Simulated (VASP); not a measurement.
Wanted: the native input for a VASP 6.6.1 run.

```yaml
Task: single point
Functional: r2SCAN
Potentials_or_basis: VASP PAW PBE potentials, release 64 (Si, Ge_d)
Cutoff: 520 eV
k_mesh: 8 × 8 × 8
Occupations: gaussian, width 0.01 eV
Spin: no spin polarisation
Dipole_correction: no
Further_INCAR_settings: ALGO = Normal; EDIFF = 1e-06; NBANDS = 31
```

SiGe3:

```
CELL_PARAMETERS angstrom
1.98389 1.14540 6.46719
-1.98389 1.14540 6.46719
0.00000 -2.29080 6.46719
ATOMIC_POSITIONS crystal
Si 0.00009 0.00009 0.00009
Ge 0.50005 0.50005 0.50005
Ge 0.37341 0.37341 0.37341
Ge 0.87646 0.87646 0.87646
```

The input as run:

POSCAR

```
SiGe3
1.0
    1.9838896618      1.1453992303      6.4671925845
   -1.9838896618      1.1453992303      6.4671925845
    0.0000000000     -2.2907984605      6.4671925845
Si Ge
1 3
Direct
    1.0000856422      0.0000856422      0.0000856422
    0.5000462098      0.5000462098      0.5000462098
    0.3734068851      0.3734068851      0.3734068851
    0.8764612630      0.8764612630      0.8764612630
```

INCAR.step1

```
SYSTEM = SiGe3
PREC = Accurate
ENCUT = 520
ISMEAR = 0
SIGMA = 0.01
LREAL = .False.
LASPH = .True.
NELM = 100
NBANDS = 31
GGA = PE
ALGO = Normal
EDIFF = 1E-4
LWAVE = .True.
LCHARG = .False.
```

INCAR.step2

```
SYSTEM = SiGe3
PREC = Accurate
ENCUT = 520
EDIFF = 1E-6
ISMEAR = 0
SIGMA = 0.01
LREAL = .False.
LASPH = .True.
NELM = 100
ALGO = Normal
ISIF = 2
LWAVE = .False.
LCHARG = .False.
METAGGA = R2SCAN
LMIXTAU = .True.
NBANDS = 31
ISTART = 1
```

KPOINTS

```
Automatic mesh
0
Gamma
  8 8 8
  0 0 0
```

Potentials or basis: VASP PAW PBE potentials, release 64 (Si, Ge_d).

Command:

```console
$ cat potpaw_PBE.64/Si/POTCAR potpaw_PBE.64/Ge_d/POTCAR > POTCAR
$ cp INCAR.step1 INCAR
$ mpirun -np 1 vasp_std > vasp.out
$ cp INCAR.step2 INCAR
$ mpirun -np 1 vasp_std > vasp.out
```

Results of the run:

| Item | Value |
| --- | --- |
| Pressure | 0.1 GPa |
| Largest force | 0.013 eV/Å |
| Band gap on the k mesh | 0.64 eV (least direct gap 0.67 eV) |

Caveat: the PAW data sets were made with another functional, which shifts forces and pressure a little.

It took 17 min on 1 thread of AMD EPYC 9R45 96-Core Processor (Zen 5), on a shared host, peak memory 0.47 GiB.
